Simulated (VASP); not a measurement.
# InSb3 (Pm-3m) in VASP: further runs, part 2 of 2

VASP 6.6.1. Earlier steps stand in the parts before.

### Step 3. Single point, PBE

File INCAR:

```
SYSTEM = InSb3
PREC = Accurate
ENCUT = 520
EDIFF = 1E-7
ISMEAR = 0
SIGMA = 0.1
LREAL = .FALSE.
LASPH = .TRUE.
NELM = 100
ALGO = Normal
ISIF = 2
LWAVE = .FALSE.
LCHARG = .FALSE.
GGA = PE
NBANDS = 22
```

File KPOINTS:

```
regular mesh
0
G
  10 10 10
  0 0 0
```

File POSCAR:

```
InSb3
1.0
    4.8138627010      0.0000000000      0.0000000000
    0.0000000000      4.8138627010      0.0000000000
    0.0000000000      0.0000000000      4.8138627010
In Sb
1 3
Direct
    0.0000000000      0.0000000000      0.0000000000
    0.5000000000      0.0000000000      0.5000000000
    0.0000000000      0.5000000000      0.5000000000
    0.5000000000      0.5000000000      0.0000000000
```

Potentials or basis: VASP PAW PBE potentials, release 64 (In_d, Sb).

The run is started by

```
cat potpaw_PBE.64/In_d/POTCAR potpaw_PBE.64/Sb/POTCAR > POTCAR
mpirun -np 1 vasp_std > vasp.out
```

OUTCAR:

```text
SYSTEM = InSb3
   PREC = Accurate
   ENCUT = 520
   EDIFF = 1E-7
   ISMEAR = 0
   LREAL = .FALSE.
   LASPH = .TRUE.
   NELM = 100
   ISIF = 2
   GGA = PE

 ion  position               nearest neighbor table
   1  0.000  0.000  0.000-   2 3.40   3 3.40   4 3.40   2 3.40   3 3.40   3 3.40   4 3.40   3 3.40
                             2 3.40   4 3.40   2 3.40   4 3.40
   2  0.500  0.000  0.500-   1 3.40   3 3.40   4 3.40   1 3.40   4 3.40   3 3.40   4 3.40   4 3.40
                             1 3.40   3 3.40   1 3.40   3 3.40
   3  0.000  0.500  0.500-   1 3.40   2 3.40   4 3.40   1 3.40   4 3.40   1 3.40   2 3.40   1 3.40
                             2 3.40   4 3.40   4 3.40   2 3.40
   4  0.500  0.500  0.000-   1 3.40   2 3.40   3 3.40   2 3.40   3 3.40   1 3.40   2 3.40   2 3.40
                             1 3.40   3 3.40   3 3.40   1 3.40

  LATTYP: Found a simple cubic cell.
 ALAT       =     4.8138627010

  Lattice vectors:

 A1 = (   4.8138627010,   0.0000000000,   0.0000000000)
 A2 = (   0.0000000000,   4.8138627010,   0.0000000000)
 A3 = (   0.0000000000,   0.0000000000,   4.8138627010)

Analysis of symmetry for initial positions (statically):
=====================================================================
 Subroutine PRICEL returns:
 Original cell was already a primitive cell.

 Routine SETGRP: Setting up the symmetry group for a
 simple cubic supercell.

 Subroutine GETGRP returns: Found 48 space group operations
 (whereof 48 operations were pure point group operations)
 out of a pool of 48 trial point group operations.

The static configuration has the point symmetry O_h .

Analysis of symmetry for dynamics (positions and initial velocities):
=====================================================================
 Subroutine PRICEL returns:
 Original cell was already a primitive cell.

 Routine SETGRP: Setting up the symmetry group for a
 simple cubic supercell.

 Subroutine GETGRP returns: Found 48 space group operations
 (whereof 48 operations were pure point group operations)
 out of a pool of 48 trial point group operations.

[... 120 lines left out ...]
   EFERMI_NEDOS =   21; number of points for ismear=-14 and -15
   IALGO  =     38    algorithm
   IMIX   =      4    mixing-type and parameters
     AMIX     =   0.40;   BMIX     =  1.00
     AMIX_MAG =   1.60;   BMIX_MAG =  1.00
  volume/ion in A,a.u.               =      27.89       188.20
  Fermi-wavevector in a.u.,A,eV,Ry     =   1.032683  1.951488 14.509726  1.066435
  Thomas-Fermi vector in A             =   2.166893
   LORBIT       =      0    0 simple, 1 ext, 2 COOP (PROOUT), +10 PAW based schemes
   GGA     = PE    functional components
   LHFCALC =     F    Hartree Fock is set to
   AEXX    =    0.0000 exact exchange contribution
   IVDW    =     0    specifies the selected vdW correction
   LEPSILON=     F    determine dielectric tensor
   LRPA    =     F    only Hartree local field effects (RPA)
 non-spin polarized calculation
 Gauss-broadening in eV      SIGMA  =   0.10
  energy-cutoff  :      520.00
  volume of cell :      111.55
 maximum number of plane-waves:      3036
 NGX is ok and might be reduce to    36
   NGX = 17   NGY = 17   NGZ = 17

 number of electron      28.0000007 magnetization

 Free energy of the ion-electron system (eV)
  ---------------------------------------------------
  ext. energy  EPLUGINS =         0.00000000
  ---------------------------------------------------
  free energy    TOTEN  =       -14.25670796 eV

  energy without entropy =      -14.24918063  energy(sigma->0) =      -14.25294429

 E-fermi :   7.7019     XC(G=0): -10.0410

 val. band max:        7.6705529658   @ k =   0.4000   0.4000   0.1000
 cond. band min:       7.7360161106   @ k =   0.4000   0.1000   0.1000
 fundamental gap:      0.0654631448
 Fermi energy:         7.7019268578

 k-point     1 :       0.0000    0.0000    0.0000
  band No.  band energies     occupation
      1      -6.7339      2.00000
      2      -6.7339      2.00000
      3      -6.7185      2.00000
      4      -6.7185      2.00000
      5      -6.7185      2.00000
      6      -4.3604      2.00000
[... 589 lines left out ...]
     21      13.0506      0.00000
     22      13.5777      0.00000

 [... further k-points ...]
[... 5 lines left out ...]
  --------------------------------------------------------------------------------------
  -------------------------------------------------------------------------------------
  Total       -0.0646743     -0.0646743     -0.0646743     -0.0000000     -0.0000000      0.0000000
  in kB       -0.9288839     -0.9288839     -0.9288839     -0.0000000     -0.0000000      0.0000000
  external PRESSURE =      -0.9288839 kB  Pullay stress =       0.0000000 kB

 VOLUME and BASIS-vectors are now :
 -----------------------------------------------------------------------------
  energy-cutoff  :      520.00
  volume of cell :      111.55
      direct lattice vectors                 reciprocal lattice vectors
     4.813862701  0.000000000  0.000000000     0.207733386  0.000000000  0.000000000
     0.000000000  4.813862701  0.000000000     0.000000000  0.207733386  0.000000000
     0.000000000  0.000000000  4.813862701     0.000000000  0.000000000  0.207733386

 POSITION                                       TOTAL-FORCE (eV/Angst)
 -----------------------------------------------------------------------------------
      0.00000      0.00000      0.00000         0.000000      0.000000      0.000000
      2.40693      0.00000      2.40693         0.000000      0.000000      0.000000
      0.00000      2.40693      2.40693         0.000000      0.000000      0.000000
      2.40693      2.40693      0.00000         0.000000      0.000000      0.000000
 -----------------------------------------------------------------------------------
    total drift:                                0.000000     -0.000000     -0.000000

  FREE ENERGIE OF THE ION-ELECTRON SYSTEM (eV)
  ---------------------------------------------------
  free  energy   TOTEN  =       -14.2567079571 eV

  energy  without entropy=      -14.2491806268  energy(sigma->0) =      -14.25294429
```

Run time: 38 s. Hardware: 1 thread of Intel Xeon Platinum 8559C (Emerald Rapids), shared host; peak memory 0.28 GiB.

Results:

| Property | Result |
| --- | --- |
| Free energy | -14.2567 eV |
| Pressure | -0.1 GPa |
| Band gap on the k mesh | zero (band 14 reaches 11.24 eV, above the bottom of band 15 at 6.68 eV) |

Levels at points of the mesh, in eV from the Fermi level:
| k point | band 11 | band 12 | band 13 | band 14 | band 15 | band 16 | band 17 | band 18 |
| --- | --- | --- | --- | --- | --- | --- | --- | --- |
| (0.00, 0.00, 0.00) | -4.19 | -3.49 | 0.52 | 0.52 | 0.52 | 1.80 | 1.80 | 1.80 |
| (0.50, 0.00, 0.00) | -2.82 | -2.00 | -2.00 | -1.02 | -0.77 | 2.05 | 2.22 | 2.22 |
| (0.50, 0.50, 0.00) | -1.55 | -1.55 | -1.28 | -1.02 | -1.02 | -0.38 | 1.15 | 3.31 |
| (0.50, 0.50, 0.50) | -4.86 | -4.86 | -4.68 | 3.54 | 3.54 | 3.62 | 3.62 | 3.62 |

Caveat: spin-orbit coupling is left out, which moves the levels of the heavy elements.

### Step 4. Single point, PBE

File INCAR:

```
SYSTEM = InSb3
PREC = Accurate ; ENCUT = 520
EDIFF = 1E-6 ; ISMEAR = 0
SIGMA = 0.15 ; LREAL = .False.
LASPH = .True. ; NELM = 80
ALGO = Normal ; ISIF = 2
LWAVE = .False. ; LCHARG = .False.
GGA = PE ; NBANDS = 22
```

File KPOINTS:

```
regular mesh
0
Gamma
  10 10 10
  0 0 0
```

POSCAR is that of step 3.

The run is started by

```
cat potpaw_PBE.64/In_d/POTCAR potpaw_PBE.64/Sb/POTCAR > POTCAR
mpirun -np 1 vasp_std > vasp.out
```

It took 36 s on 1 thread of Intel Xeon Platinum 8559C (Emerald Rapids), shared host; peak memory 0.28 GiB.

Results (log left out):

```yaml
Free_energy: -14.2617 eV
Pressure: -0.1 GPa
Band_gap_on_the_k_mesh: zero (band 14 reaches 11.24 eV, above the bottom of band 15 at 6.68 eV)
```

Levels at points of the mesh, in eV from the Fermi level:
| k point | band 11 | band 12 | band 13 | band 14 | band 15 | band 16 | band 17 | band 18 |
| --- | --- | --- | --- | --- | --- | --- | --- | --- |
| (0.00, 0.00, 0.00) | -4.20 | -3.51 | 0.50 | 0.50 | 0.50 | 1.78 | 1.78 | 1.78 |
| (0.50, 0.00, 0.00) | -2.83 | -2.02 | -2.02 | -1.03 | -0.79 | 2.04 | 2.21 | 2.21 |
| (0.50, 0.50, 0.00) | -1.56 | -1.56 | -1.29 | -1.04 | -1.04 | -0.39 | 1.13 | 3.29 |
| (0.50, 0.50, 0.50) | -4.88 | -4.88 | -4.70 | 3.52 | 3.52 | 3.61 | 3.61 | 3.61 |

Caveat: spin-orbit coupling is left out, which moves the levels of the heavy elements.

### Step 5. Summary

```csv
k mesh,smearing,gap on the mesh (eV),pressure (GPa)
8 × 8 × 8,gaussian 0.15 eV,none,-0.1
10 × 10 × 10,gaussian 0.1 eV,none,-0.1
10 × 10 × 10,gaussian 0.15 eV,none,-0.1
```

Alike in all rows: task single point; level PBE; potentials or basis VASP PAW PBE potentials, release 64 (In_d, Sb); no spin polarisation; cell as given; cutoff (eV) 520.

Every run on the cell as given and a fine mesh finds a metal.

Caveats: spin-orbit coupling is left out, which moves the levels of the heavy elements.

Total energies depend on the potentials used, so only differences within one code and one set of settings carry meaning.
